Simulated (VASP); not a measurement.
Set up this calculation in VASP 6.6.1, as the native input.

```
Task                   : relaxation of cell and atoms
Functional             : PBEsol
Dispersion             : D3(BJ)
Potentials or basis    : VASP PAW PBE potentials, release 64 (Ni)
Cutoff                 : 600 eV
k mesh                 : 17 × 17 × 17
Occupations            : fermi-dirac, width 0.05 eV
Spin                   : collinear spin, ferromagnetic start
Starting moments       : [1.5] μB
Dipole correction      : no
Further INCAR settings : ALGO = Normal; EDIFF = 1e-06; IBRION = 2; EDIFFG = -0.01; NSW = 80; ISIF = 3
```

The structure of Ni lies in POSCAR:

```
Ni
1.0
    2.3966650188     -0.0000000133     -0.0000000230
   -0.7988883271      2.2595974538     -0.0000000230
   -0.7988883271     -1.1297986937      1.9568688164
Ni
1
Direct
    0.0000000000      0.0000000000      0.0000000000
```

This isn't the form of Ni at room conditions, which is fcc.

One way to write it, as run:

INCAR

```
  ALGO = Normal
  EDIFF = 1E-6
  EDIFFG = -0.01
  ENCUT = 600
  GGA = PS
  IBRION = 2
  ISIF = 3
  ISMEAR = -1
  ISPIN = 2
  IVDW = 12
  LASPH = T
  LCHARG = F
  LMAXMIX = 4
  LORBIT = 11
  LREAL = F
  LWAVE = F
  MAGMOM = 1.5
  NELM = 150
  NSW = 80
  PREC = Accurate
  SIGMA = 0.05
```

KPOINTS

```
k-points
0
Gamma
  17 17 17
```

Potentials or basis: VASP PAW PBE potentials, release 64 (Ni).

Run with:

```sh
$ cat potpaw_PBE.64/Ni/POTCAR > POTCAR
$ mpirun -np 1 vasp_std > vasp.out
```

Results of the run:

| Quantity | Value |
| --- | --- |
| Relaxed volume | 10.14 Å³/atom |
| Relaxed cell | a = 2.362 Å, b = 2.362 Å, c = 2.362 Å, α = 109.47°, β = 109.47°, γ = 109.47° |
| Space group after relaxing (to 0.1 Å) | Im-3m (No. 229) |
| Energy gained by relaxing | 13.9 meV/atom |
| Ionic steps | 3 |
| Pressure after relaxing | 0.0 GPa |
| Net moment | 0.47 μB per cell |
| Site moments | Ni +0.47 μB |
| Valence electrons inside the program's atomic spheres | Ni 9.45 |
| Dispersion energy per atom | -0.448 eV |

Caveat: the PAW data sets were made with another functional, which shifts forces and pressure a little.

Run time: 41 s on 1 thread of Intel(R) Xeon(R) 6975P-C (Granite Rapids) (shared host), peak memory 0.17 GiB.
